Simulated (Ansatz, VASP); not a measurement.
## Two plane-wave programs on HfS2

File INCAR:

```
SYSTEM = HfS2
PREC = Accurate
ENCUT = 450
EDIFF = 1E-7
ISMEAR = 0
SIGMA = 0.02
LREAL = .FALSE.
LASPH = .TRUE.
NELM = 120
ALGO = Normal
ISIF = 2
LWAVE = .FALSE.
LCHARG = .FALSE.
GGA = PE
IVDW = 12
IBRION = 2
NSW = 60
EDIFFG = -0.008
GGA_COMPAT = .FALSE.
NELMIN = 4
```

The input KPOINTS:

```
regular mesh
0
G
  12 12 6
  0 0 0
```

The input POSCAR:

```
HfS2
1.0
    3.7140387295      0.0000000000      0.0000000000
   -1.8570193647      3.2164518903      0.0000000000
    0.0000000000      0.0000000000      5.9434993811
Hf S
1 2
Direct
    0.0000000000      0.0000000000      0.0000000000
    0.6666666667      0.3333333333      0.7549261813
    0.3333333333      0.6666666667      0.2450738187
```

Input for Ansatz:

```yaml
crystal:
  lattice:
    - [3.7140387295, 0.0, 0.0]
    - [-1.8570193647, 3.2164518903, 0.0]
    - [0.0, 0.0, 5.9434993811]
  atoms:
    - { symbol: Hf, position: [0.0, 0.0, 0.0] }
    - { symbol: S, position: [0.6666666667, 0.3333333333, 0.7549261813] }
    - { symbol: S, position: [0.3333333333, 0.6666666667, 0.2450738187] }
basis:
  ecutwfc: 420
kpoints:
  mp_grid: { grid: [12, 12, 6] }
hamiltonian:
  xc: pbe
  dispersion: d3bj
scf:
  occupations: { method: gaussian, width: 0.02 }
output:
  forces: true
  stress: true
  eigenvalues: true
relax:
  adjacent_minimum: "off"
  f_tol: 0.008
  max_steps: 40
```

Change from the starting cell: equal strain along all axes, cell held, atoms relaxed: +3.0 %.

Alike in both runs: task relaxation of the atoms; functional PBE; dispersion D3(BJ); k mesh 12 × 12 × 6; occupations gaussian, width 0.02 eV; no spin polarisation.

|  | VASP | Ansatz |
| --- | --- | --- |
| version | VASP 6.6.1 | Ansatz 0.2.0 |
| potentials or method | VASP PAW PBE potentials, release 64 (Hf_pv, S), cutoff 450 eV | scalar-relativistic, plane waves, PAW |
| valence electrons in the cell | 22 | 38 |

|  | VASP | Ansatz | Ansatz less VASP |
| --- | --- | --- | --- |
| gap on the k mesh at the Fermi level, each at its own relaxed structure (eV) | 1.22 | 1.20 | -0.027 |

VASP's potentials hold 22 valence electrons a cell and Ansatz's 38, so a difference there can come from the potentials and not from the codes. Ansatz's warnings: stress scf threshold loose.

Spin-orbit coupling is off throughout.
